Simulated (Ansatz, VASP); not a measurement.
ZnO: VASP beside Ansatz

Contents of INCAR:

```
  PREC = Accurate
  ENCUT = 520
  EDIFF = 1E-7
  ISMEAR = 0
  SIGMA = 0.01
  LREAL = False
  LASPH = True
  NELM = 60
  ALGO = Normal
  ISIF = 2
  LWAVE = False
  LCHARG = True
  LELF = True
  LVHAR = True
  NBANDS = 26
```

File KPOINTS:

```
Automatic mesh
0
Gamma
  9 9 6
```

File POSCAR:

```
ZnO
1.0
    3.1873357838      0.0000000000      0.0000000000
   -1.5936678919      2.7603137592      0.0000000000
    0.0000000000      0.0000000000      5.1528329312
Zn O
2 2
Direct
    0.3333333333      0.6666666667     -0.0438029192
    0.6666666667      0.3333333333      0.4561970808
    0.3333333333      0.6666666667      0.4258029192
    0.6666666667      0.3333333333      0.9258029192
```

Input for Ansatz:

```yaml
crystal:
  lattice:
    - [3.1873357838, 0.0, 0.0]
    - [-1.5936678919, 2.7603137592, 0.0]
    - [0.0, 0.0, 5.1528329312]
  atoms:
    - { symbol: Zn, position: [0.3333333333, 0.6666666667, -0.0438029192] }
    - { symbol: Zn, position: [0.6666666667, 0.3333333333, 0.4561970808] }
    - { symbol: O, position: [0.3333333333, 0.6666666667, 0.4258029192] }
    - { symbol: O, position: [0.6666666667, 0.3333333333, 0.9258029192] }
basis:
  ecutwfc: 420
  xc_grid: 2
kpoints:
  mp_grid: { grid: [9, 9, 6] }
hamiltonian:
  xc: lda
  pseudopotentials: { kind: paw, azcp: { folder: soft_1 } }
scf:
  occupations: { method: fixed }
output:
  forces: true
  stress: true
  eigenvalues: true
  polarization: {}
```

Change from the starting cell: polar distortion scaled by 0.25.

Alike in both runs: task single point; functional LDA; k mesh 9 × 9 × 6; no spin polarisation.

|  | VASP | Ansatz |
| --- | --- | --- |
| version | VASP 6.6.1 | Ansatz 0.2.0 |
| potentials or method | VASP PAW LDA potentials, release 64 (Zn, O), cutoff 520 eV | scalar-relativistic, plane waves, PAW |
| occupations | gaussian, width 0.01 eV | fixed |
| valence electrons in the cell | 36 | 36 |

VASP gave:

- gap on the k mesh at the Fermi level (eV): 0.93
- least direct gap on the mesh (eV): 0.93
- pressure (GPa): 8.9
- traceless stress, the component that is largest in VASP (GPa): -14.32
- rms of the force components (eV/Å): 0.251

Task: What did Ansatz give for the same quantities?

Result: gap on the k mesh at the Fermi level (eV): 0.90; least direct gap on the mesh (eV): 0.90; pressure (GPa): 7.3; traceless stress, the component that is largest in VASP (GPa): -13.02; rms of the force components (eV/Å): 0.239.

Ansatz warns that its potentials were made for another functional, while VASP's fit it. LDA's correlation is that of Perdew and Zunger in VASP and of Perdew and Wang (1992) in Ansatz. Atom by atom the forces differ by 0.012 eV/Å (rms over components).
